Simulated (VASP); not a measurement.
Te2Mo: single point with revPBE+D4

The system is Te2Mo, a slab with vacuum.

```xyz
6
Lattice="6.3189 0.0000 0.0000 0.0000 3.4570 0.0000 -0.0852 0.0000 35.9331" Properties=species:S:1:pos:R:3 pbc="T T T"
Te    2.6664    2.5928   19.4292
Te    3.5674    0.8643   16.5039
Te    5.7714    0.8643   19.9977
Te    0.4624    2.5928   15.9353
Mo    1.1036    0.8643   17.8755
Mo    5.1302    2.5928   18.0576
```

| Property | Result |
| --- | --- |
| Program | VASP 6.6.1 |
| Task | single point |
| Functional | revPBE |
| Dispersion | D4 |
| Potentials or basis | VASP PAW PBE potentials, release 64 (Te, Mo_sv) |
| Cutoff | 520 eV |
| k mesh | 4 × 8 × 1 |
| Occupations | fermi-dirac, width 0.05 eV |
| Spin | no spin polarisation |

* Largest force: 0.430 eV/Å
* Band gap on the k mesh: zero (bands 26 and 27 overlap by 0.19 eV)
* Dispersion energy per atom: -0.702 eV

Forces in eV/Å, atoms in the order of the input:
```
Te   0.071  0.000  0.139
Te  -0.071  0.000 -0.139
Te  -0.020  0.000  0.430
Te   0.020  0.000 -0.430
Mo   0.184  0.000  0.054
Mo  -0.184  0.000 -0.054
```

Levels at points of the mesh, in eV from the Fermi level:
```
           k point  band 22  band 23  band 24  band 25  band 26  band 27  band 28  band 29  band 30  band 31
(0.00, 0.00, 0.00)    -1.30    -0.96    -0.60    -0.30     0.19     0.66     1.11     1.77     2.17     2.33
(0.50, 0.00, 0.00)    -1.32    -1.27    -0.82    -0.80    -0.67     0.11     1.14     1.51     1.89     2.92
(0.00, 0.50, 0.00)    -2.60    -1.63    -1.63    -1.42    -1.42     1.22     1.22     1.49     1.49     2.07
(0.50, 0.50, 0.00)    -2.33    -1.74    -1.74    -0.86    -0.86     1.14     1.14     1.95     1.95     2.37
```

Wall time 6.6 min on 1 thread of Intel(R) Xeon(R) 6975P-C (Granite Rapids), with other jobs on the host, peak memory 0.89 GiB.

Caveat: there is no dipole correction, which matters where the two faces differ; the PAW data sets were made with another functional, which shifts forces and pressure a little; spin-orbit coupling is left out, which moves the levels of the heavy elements.
